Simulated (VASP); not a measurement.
# BiAs (Pm-3m) in VASP: further runs

BiAs is run at these levels: LDA; tasks: vibrations by perturbation theory.

Everything below comes from runs of VASP 6.6.1. Logs are shortened: lines on timing, memory, paths and dates and some standing lists are left out, and cuts for length are marked.

### 1 The cell of the first run

Symmetry: Pm-3m, No. 221, cubic system. Conventional cell: a = 3.587 Å, b = 3.587 Å, c = 3.587 Å, α = 90.00°, β = 90.00°, γ = 90.00°. Within 4.1 Å of Bi (site symmetry m-3m) lie 8 As at 3.11 Å and 6 Bi at 3.59 Å. Within 4.1 Å of As (site symmetry m-3m) lie 8 Bi at 3.11 Å and 6 As at 3.59 Å.

### 2 Vibrations by perturbation theory, LDA

INCAR

```
PREC = Accurate ; ENCUT = 520
EDIFF = 1E-8 ; ISMEAR = -1
SIGMA = 0.15 ; LREAL = False
LASPH = True ; NELM = 80
ALGO = Normal ; ISIF = 2
LWAVE = False ; LCHARG = False
IBRION = 8 ; NSW = 1
```

KPOINTS

```
regular mesh
0
Gamma
  12 12 12
```

POSCAR

```
BiAs
1.0
    3.5873000000      0.0000000000      0.0000000000
    0.0000000000      3.5873000000      0.0000000000
    0.0000000000      0.0000000000      3.5873000000
Bi As
1 1
Direct
    0.0000000000      0.0000000000      0.0000000000
    0.5000000000      0.5000000000      0.5000000000
```

Potentials or basis: VASP PAW LDA potentials, release 64 (Bi_d, As).

Command:

```console
$ cat potpaw_LDA.64/Bi_d/POTCAR potpaw_LDA.64/As/POTCAR > POTCAR
$ mpirun -np 1 vasp_std > vasp.out
```

OUTCAR:

```text
PREC = Accurate
   ENCUT = 520
   EDIFF = 1E-8
   ISMEAR = -1
   LREAL = False
   LASPH = True
   NELM = 80
   ISIF = 2
   IBRION = 8
   NSW = 1

 ion  position               nearest neighbor table
   1  0.000  0.000  0.000-   2 3.11   2 3.11   2 3.11   2 3.11   2 3.11   2 3.11   2 3.11   2 3.11

   2  0.500  0.500  0.500-   1 3.11   1 3.11   1 3.11   1 3.11   1 3.11   1 3.11   1 3.11   1 3.11

  LATTYP: Found a simple cubic cell.
 ALAT       =     3.5873000000

  Lattice vectors:

 A1 = (   3.5873000000,   0.0000000000,   0.0000000000)
 A2 = (   0.0000000000,   3.5873000000,   0.0000000000)
 A3 = (   0.0000000000,   0.0000000000,   3.5873000000)

Analysis of symmetry for initial positions (statically):
=====================================================================
 Subroutine PRICEL returns:
 Original cell was already a primitive cell.

 Routine SETGRP: Setting up the symmetry group for a
 simple cubic supercell.

 Subroutine GETGRP returns: Found 48 space group operations
 (whereof 48 operations were pure point group operations)
 out of a pool of 48 trial point group operations.

The static configuration has the point symmetry O_h .

Analysis of symmetry for dynamics (positions and initial velocities):
=====================================================================
 Subroutine PRICEL returns:
 Original cell was already a primitive cell.

 Routine SETGRP: Setting up the symmetry group for a
 simple cubic supercell.

 Subroutine GETGRP returns: Found 48 space group operations
 (whereof 48 operations were pure point group operations)
 out of a pool of 48 trial point group operations.

The dynamic configuration has the point symmetry O_h .

 Subroutine INISYM returns: Found 48 space group operations
 (whereof 48 operations are pure point group operations),
 and found     1 'primitive' translations

----------------------------------------------------------------------------------------

                                     Primitive cell

  volume of cell :      46.1640

  direct lattice vectors                    reciprocal lattice vectors
     3.587300000  0.000000000  0.000000000     0.278761185  0.000000000  0.000000000
     0.000000000  3.587300000  0.000000000     0.000000000  0.278761185  0.000000000
     0.000000000  0.000000000  3.587300000     0.000000000  0.000000000  0.278761185

  length of vectors
     3.587300000  3.587300000  3.587300000     0.278761185  0.278761185  0.278761185

  position of ions in fractional coordinates (direct lattice)
     0.000000000  0.000000000  0.000000000
     0.500000000  0.500000000  0.500000000

  ion indices of the primitive-cell ions
   primitive index   ion index
                 1           1
                 2           2

----------------------------------------------------------------------------------------

 KPOINTS: regular mesh

Automatic generation of k-mesh.
 Grid dimensions read from file:
 generate k-points for:   12   12   12

 Generating k-lattice:

  Cartesian coordinates                     Fractional coordinates (reciprocal lattice)
     0.023230099  0.000000000  0.000000000     0.083333333  0.000000000  0.000000000
     0.000000000  0.023230099  0.000000000     0.000000000  0.083333333  0.000000000
     0.000000000  0.000000000  0.023230099     0.000000000  0.000000000  0.083333333

  Length of vectors
     0.023230099  0.023230099  0.023230099

  Shift w.r.t. Gamma in fractional coordinates (k-lattice)
     0.000000000  0.000000000  0.000000000

 Subroutine IBZKPT returns following result:
 ===========================================

 Found     84 irreducible k-points:

 Following reciprocal coordinates:
            Coordinates               Weight
  0.000000  0.000000  0.000000      1.000000
  0.083333  0.000000  0.000000      6.000000
  0.166667  0.000000  0.000000      6.000000
  0.250000  0.000000  0.000000      6.000000
  0.333333  0.000000  0.000000      6.000000
  0.416667  0.000000  0.000000      6.000000
[... 16 lines left out ...]
  0.333333  0.333333  0.000000     12.000000
  0.416667  0.333333  0.000000     24.000000
 [... further k-points ...]
   k-points           NKPTS =     84   k-points in BZ     NKDIM =     84   number of bands    NBANDS=     14
   number of dos      NEDOS =    301   number of ions     NIONS =      2
   total plane-waves  NPLWV =  21952
   dimension x,y,z NGX =    28 NGY =   28 NGZ =   28
   dimension x,y,z NGXF=    56 NGYF=   56 NGZF=   56
   ions per type =               1   1
   NGX,Y,Z   is equivalent  to a cutoff of  12.98, 12.98, 12.98 a.u.
   NGXF,Y,Z  is equivalent  to a cutoff of  25.95, 25.95, 25.95 a.u.
 SYSTEM =  unknown system
[... 15 lines left out ...]
   ISIF   =      2    stress and relaxation
   ISYM   =      2    0-nonsym 1-usesym 2-fastsym
   POTIM  = 0.5000    time-step for ionic-motion
   TEBEG  =    0.0;   TEEND  =   0.0 temperature during run
   PSTRESS=    0.0 pullay stress
   NELECT =      20.0000    total number of electrons
   NUPDOWN=      -1.0000    fix difference up-down
   EMIN   =  10.00;   EMAX   =-10.00  energy-range for DOS
   EFERMI =   0.00;   METHOD = LEGACY
   ISMEAR =    -1;   SIGMA  =   0.15  broadening in eV -4-tet -1-fermi 0-gaus
   EFERMI_NEDOS =   21; number of points for ismear=-14 and -15
   IALGO  =     38    algorithm
   IMIX   =      4    mixing-type and parameters
     AMIX     =   0.40;   BMIX     =  1.00
     AMIX_MAG =   1.60;   BMIX_MAG =  1.00
  volume/ion in A,a.u.               =      23.08       155.76
  Fermi-wavevector in a.u.,A,eV,Ry     =   1.238750  2.340899 20.878174  1.534502
  Thomas-Fermi vector in A             =   2.373263
   LORBIT       =      0    0 simple, 1 ext, 2 COOP (PROOUT), +10 PAW based schemes
   GGA     = CA    functional components
   LHFCALC =     F    Hartree Fock is set to
   AEXX    =    0.0000 exact exchange contribution
   IVDW    =     0    specifies the selected vdW correction
   LEPSILON=     F    determine dielectric tensor
   LRPA    =     F    only Hartree local field effects (RPA)
 non-spin polarized calculation
  energy-cutoff  :      520.00
  volume of cell :       46.16
 maximum number of plane-waves:      1261
 NGX is ok and might be reduce to    28
   NGX = 13   NGY = 13   NGZ = 13

--------------------------------------- Ionic step        1  -------------------------------------------

 number of electron      19.9999997 magnetization

 Free energy of the ion-electron system (eV)
  ---------------------------------------------------
  ext. energy  EPLUGINS =         0.00000000
  ---------------------------------------------------
  free energy    TOTEN  =        -9.56206162 eV

  energy without entropy =       -9.47709991  energy(sigma->0) =       -9.51958077

 E-fermi :   8.1248     XC(G=0): -11.0708

 val. band max:        8.1078261769   @ k =   0.5000   0.2500   0.0833
 cond. band min:       8.1484103496   @ k =   0.2500   0.0833   0.0833
 fundamental gap:      0.0405841727
 Fermi energy:         8.1248257385

 k-point     1 :       0.0000    0.0000    0.0000
  band No.  band energies     occupation
      1     -15.0017      2.00000
      2     -15.0017      2.00000
      3     -14.8733      2.00000
      4     -14.8733      2.00000
      5     -14.8733      2.00000
      6      -6.5127      2.00000
      7       0.8521      2.00000
      8       6.0415      2.00000
      9       6.0415      2.00000
     10       6.0415      2.00000
     11      11.9523      0.00000
     12      11.9523      0.00000
     13      14.2884      0.00000
     14      14.2884      0.00000
[... 377 lines left out ...]
      1     -14.9511      2.00000
      2     -14.9493      2.00000
      3     -14.9040      2.00000
      4     -14.8965      2.00000
      5     -14.8509      2.00000
      6      -3.4491      2.00000
      7      -2.0812      2.00000
      8       2.7589      2.00000
      9       4.0681      2.00000
     10       8.7115      0.03926
     11      10.7967      0.00000
     12      10.9682      0.00000
     13      12.2240      0.00000
     14      15.7164      0.00000

 [... further k-points ...]

------------------------ aborting loop because EDIFF is reached ----------------------------------------

  FORCE on cell =-STRESS in cart. coord.  units (eV):
  Direction    XX          YY          ZZ          XY          YZ          ZX
  --------------------------------------------------------------------------------------
  -------------------------------------------------------------------------------------
  Total        0.4359640      0.4359640      0.4359640     -0.0000000      0.0000000      0.0000000
  in kB       15.1306680     15.1306680     15.1306680     -0.0000000      0.0000000      0.0000000
  external PRESSURE =      15.1306680 kB  Pullay stress =       0.0000000 kB

 VOLUME and BASIS-vectors are now :
 -----------------------------------------------------------------------------
  energy-cutoff  :      520.00
  volume of cell :       46.16
      direct lattice vectors                 reciprocal lattice vectors
     3.587300000  0.000000000  0.000000000     0.278761185  0.000000000  0.000000000
     0.000000000  3.587300000  0.000000000     0.000000000  0.278761185  0.000000000
     0.000000000  0.000000000  3.587300000     0.000000000  0.000000000  0.278761185

 POSITION                                       TOTAL-FORCE (eV/Angst)
 -----------------------------------------------------------------------------------
      0.00000      0.00000      0.00000         0.000000      0.000000      0.000000
      1.79365      1.79365      1.79365         0.000000      0.000000      0.000000
 -----------------------------------------------------------------------------------
    total drift:                               -0.000000      0.000000     -0.000000

  FREE ENERGIE OF THE ION-ELECTRON SYSTEM (eV)
  ---------------------------------------------------
  free  energy   TOTEN  =        -9.5620616241 eV

  energy  without entropy=       -9.4770999093  energy(sigma->0) =       -9.51958077

[... ionic steps 2 to 3 ...]

--------------------------------------- Ionic step        4  -------------------------------------------

------------------------ aborting loop because EDIFF is reached ----------------------------------------

[... ionic steps 5 to 6 ...]

--------------------------------------- Ionic step        7  -------------------------------------------

 Free energy of the ion-electron system (eV)
  ---------------------------------------------------
  ---------------------------------------------------
  free energy    TOTEN  =        -0.04300998 eV

  energy without entropy =       -0.04300997

------------------------ aborting loop because EDIFF is reached ----------------------------------------

 INTERNAL STRAIN TENSOR  FOR ION    2  DIRECTION 1   (eV/Angst):
 -----------------------------------------------------------------------------
    -0.01400  0.00000  0.00000
     0.00000  0.01076  0.00000
     0.00000  0.00000  0.01076

 INTERNAL STRAIN TENSOR FOR ION    2 for displacements in x,y,z  (eV/Angst):
          X           Y           Z          XY          YZ          ZX
  --------------------------------------------------------------------------------
  x     0.00000     0.00000     0.00000     0.00000     0.00000     0.00000
  y     0.00000     0.00000     0.00000     0.00000     0.00000     0.00000
  z     0.00000     0.00000     0.00000     0.00000     0.00000     0.00000

 SECOND DERIVATIVES (NOT SYMMETRIZED)
 ------------------------------------
               1X          1Y          1Z          2X          2Y          2Z
  1X    -0.477148    0.000000    0.000000    0.477148   -0.000000   -0.000000
  1Y     0.000000   -0.477148    0.000000   -0.000000    0.477148   -0.000000
  1Z    -0.000000   -0.000000   -0.477148    0.000000    0.000000    0.477148
  2X     0.501348   -0.000000    0.000000   -0.501348    0.000000   -0.000000
  2Y    -0.000000    0.501348    0.000000    0.000000   -0.501348   -0.000000
  2Z    -0.000000    0.000000    0.501348    0.000000   -0.000000   -0.501348

 Eigenvectors and eigenvalues of the dynamical matrix
 ----------------------------------------------------

   1 f  =    1.481115 THz     9.306120 2PiTHz   49.404678 cm-1     6.125397 meV
             X         Y         Z           dx          dy          dz
      0.000000  0.000000  0.000000     0.000000    0.504440    0.000000
      1.793650  1.793650  1.793650    -0.000000   -0.863447    0.000000
[... 21 lines left out ...]
   6 f/i=    0.015957 THz     0.100260 2PiTHz    0.532263 cm-1     0.065992 meV
             X         Y         Z           dx          dy          dz
      0.000000  0.000000  0.000000     0.759084   -0.411499    0.000000
      1.793650  1.793650  1.793650     0.443470   -0.240405    0.000000

--------------------------------------------------------------------------------------------------------

 ELASTIC MODULI CONTR FROM IONIC RELAXATION (kBar)
 Direction    XX          YY          ZZ          XY          YZ          ZX
 --------------------------------------------------------------------------------
 XX           0.0000      0.0000      0.0000      0.0000      0.0000      0.0000
 YY           0.0000      0.0000      0.0000      0.0000      0.0000      0.0000
 ZZ           0.0000      0.0000      0.0000      0.0000      0.0000      0.0000
 XY           0.0000      0.0000      0.0000      0.0000      0.0000      0.0000
 YZ           0.0000      0.0000      0.0000      0.0000      0.0000      0.0000
 ZX           0.0000      0.0000      0.0000      0.0000      0.0000      0.0000
 --------------------------------------------------------------------------------
```

Run time: 5.5 min. Hardware: 1 thread of Intel Xeon Platinum 8488C (Sapphire Rapids), shared host; peak memory 0.38 GiB.

What came out:

```
Highest phonon frequency at Γ : 49 cm⁻¹
```

Phonon frequencies in cm⁻¹ (negative: imaginary):
```tsv
q point	frequencies
(0.000, 0.000, 0.000)	-1 -1 -1 49 49 49
```

Caveat: the cell stands under pressure or tension, which shifts response properties; spin-orbit coupling is left out, which moves the levels of the heavy elements.

### 3 Vibrations by perturbation theory, LDA

This run uses another cell than the first one, of 24.26 Å³/atom.

INCAR

```
SYSTEM = BiAs
PREC = Accurate
ENCUT = 520
EDIFF = 1E-8
ISMEAR = -1
SIGMA = 0.15
LREAL = .FALSE.
LASPH = .TRUE.
NELM = 80
ALGO = Normal
ISIF = 2
LWAVE = .FALSE.
LCHARG = .TRUE.
IBRION = 8
NSW = 1
```

KPOINTS

```
regular mesh
0
G
  12 12 12
  0 0 0
```

POSCAR

```
BiAs
1.0
    3.6474000000      0.0000000000      0.0000000000
    0.0000000000      3.6474000000      0.0000000000
    0.0000000000      0.0000000000      3.6474000000
Bi As
1 1
Direct
    0.0000000000      0.0000000000      0.0000000000
    0.5000000000      0.5000000000      0.5000000000
```

Potentials or basis: VASP PAW LDA potentials, release 64 (Bi_d, As).

Command:

```console
$ cat potpaw_LDA.64/Bi_d/POTCAR potpaw_LDA.64/As/POTCAR > POTCAR
$ mpirun -np 1 vasp_std > vasp.out
```

OUTCAR:

```text
SYSTEM = BiAs
   PREC = Accurate
   ENCUT = 520
   EDIFF = 1E-8
   ISMEAR = -1
   LREAL = .FALSE.
   LASPH = .TRUE.
   NELM = 80
   ISIF = 2
   IBRION = 8
   NSW = 1

 ion  position               nearest neighbor table
   1  0.000  0.000  0.000-   2 3.16   2 3.16   2 3.16   2 3.16   2 3.16   2 3.16   2 3.16   2 3.16

   2  0.500  0.500  0.500-   1 3.16   1 3.16   1 3.16   1 3.16   1 3.16   1 3.16   1 3.16   1 3.16

  LATTYP: Found a simple cubic cell.
 ALAT       =     3.6474000000

[... 665 lines left out ...]
               1X          1Y          1Z          2X          2Y          2Z
  1X     0.129864   -0.000000   -0.000000   -0.129864    0.000000    0.000000
  1Y     0.000000    0.129864   -0.000000   -0.000000   -0.129864    0.000000
  1Z     0.000000    0.000000    0.129864   -0.000000   -0.000000   -0.129864
  2X    -0.119924   -0.000000   -0.000000    0.119924    0.000000    0.000000
  2Y    -0.000000   -0.119924   -0.000000    0.000000    0.119924    0.000000
  2Z    -0.000000   -0.000000   -0.119924    0.000000    0.000000    0.119924

 Eigenvectors and eigenvalues of the dynamical matrix
 ----------------------------------------------------

   1 f  =    0.013171 THz     0.082756 2PiTHz    0.439339 cm-1     0.054471 meV
             X         Y         Z           dx          dy          dz
      0.000000  0.000000  0.000000    -0.000000   -0.848647    0.000000
      1.823700  1.823700  1.823700    -0.000000   -0.528960    0.000000
[... 21 lines left out ...]
   6 f/i=    0.737052 THz     4.631036 2PiTHz   24.585416 cm-1     3.048202 meV
             X         Y         Z           dx          dy          dz
      0.000000  0.000000  0.000000    -0.000000   -0.528960    0.000000
      1.823700  1.823700  1.823700    -0.000000    0.848647    0.000000

--------------------------------------------------------------------------------------------------------

 ELASTIC MODULI CONTR FROM IONIC RELAXATION (kBar)
 Direction    XX          YY          ZZ          XY          YZ          ZX
 --------------------------------------------------------------------------------
 XX           0.0000      0.0000      0.0000      0.0000      0.0000      0.0000
 YY           0.0000      0.0000      0.0000      0.0000      0.0000      0.0000
 ZZ           0.0000      0.0000      0.0000      0.0000      0.0000      0.0000
 XY           0.0000      0.0000      0.0000      0.0000      0.0000      0.0000
 YZ           0.0000      0.0000      0.0000      0.0000      0.0000      0.0000
 ZX           0.0000      0.0000      0.0000      0.0000      0.0000      0.0000
 --------------------------------------------------------------------------------
```

stdout:

```text
POSCAR found type information on POSCAR BiAs
 POSCAR found :  2 types and       2 ions
 scaLAPACK will be used
 LDA part: xc-table for (Slater(with rela. corr.)+CA(PZ))
 , standard interpolation
 POSCAR, INCAR and KPOINTS ok, starting setup
 FFT: planning ... GRIDC
 FFT: planning ... GRID_SOFT
 FFT: planning ... GRID
 WAVECAR not read
 entering main loop
 Linear response reoptimize wavefunctions to high precision
 Linear response DOF=           2
 Linear response progress:
 first order change of Fermi-energy   0.65398E-03
 force on displaced ion       1 direction 1 :   0.130   0.000   0.000
 Linear response progress:
 first order change of Fermi-energy  -0.38038E-03
 force on displaced ion       2 direction 1 :   0.120  -0.000   0.000
 Linear response finished
```

Wall time 5.2 min (1 thread of Intel Xeon Platinum 8488C (Sapphire Rapids), shared host); peak memory 0.39 GiB.

What came out:

```
Highest phonon frequency at Γ : 0 cm⁻¹
Most unstable mode            : 25i cm⁻¹
```

Phonon frequencies in cm⁻¹ (negative: imaginary):
```tsv
q point	frequencies
(0.000, 0.000, 0.000)	-25 -25 -25 0 0 0
```

Caveat: the cell stands under pressure or tension, which shifts response properties; some modes are imaginary; spin-orbit coupling is left out, which moves the levels of the heavy elements.
